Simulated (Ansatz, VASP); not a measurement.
**Rh in VASP and in Ansatz**

The input INCAR:

```
SYSTEM = Rh
ALGO = Fast ; EDIFF = 1E-7
ENCUT = 520 ; GGA = PE
ISIF = 2 ; ISMEAR = 0
LASPH = .TRUE. ; LCHARG = .FALSE.
LREAL = .FALSE. ; LWAVE = .FALSE.
NBANDS = 14 ; NELM = 80
PREC = Accurate ; SIGMA = 0.15
```

KPOINTS

```
k-points
0
G
  26 26 26
  0 0 0
```

POSCAR

```
Rh
1.0
    0.0000000000      2.1064619526      1.9149654115
    1.9149654115      0.0000000000      1.9149654115
    1.9149654115      2.1064619526      0.0000000000
Rh
1
Direct
    0.0000000000      0.0000000000      0.0000000000
```

Input for Ansatz:

```yaml
crystal:
  lattice:
    - [0.0, 2.1064619526, 1.9149654115]
    - [1.9149654115, 0.0, 1.9149654115]
    - [1.9149654115, 2.1064619526, 0.0]
  atoms:
    - { symbol: Rh, position: [0.0, 0.0, 0.0] }
basis:
  ecutwfc: 420
kpoints:
  mp_grid: { grid: [26, 26, 26] }
hamiltonian:
  xc: pbe
scf:
  occupations: { method: gaussian, width: 0.15 }
output:
  forces: true
  stress: true
  eigenvalues: true
```

Change from the starting cell: strain +0.1000 x Voigt [0, 1, 0, 0, 0, 0], atoms carried along.

Alike in both runs: task single point; functional PBE; k mesh 26 × 26 × 26; occupations gaussian, width 0.15 eV; no spin polarisation.

|  | VASP | Ansatz |
| --- | --- | --- |
| version | VASP 6.6.1 | Ansatz 0.2.0 |
| potentials or method | VASP PAW PBE potentials, release 64 (Rh_pv), cutoff 520 eV | scalar-relativistic, plane waves, PAW |
| valence electrons in the cell | 15 | 17 |

|  | VASP | Ansatz | Ansatz less VASP |
| --- | --- | --- | --- |
| gap on the k mesh at the Fermi level (eV) | none | none | - |
| pressure (GPa) | -17.7 | -17.8 | -0.04 |
| traceless stress, the component that is largest in VASP (GPa) | -11.07 | -11.09 | -0.029 |

A gap of «none» marks a metal or a gap that the smearing closes. VASP's potentials hold 15 valence electrons a cell and Ansatz's 17, so a difference there can come from the potentials and not from the codes.
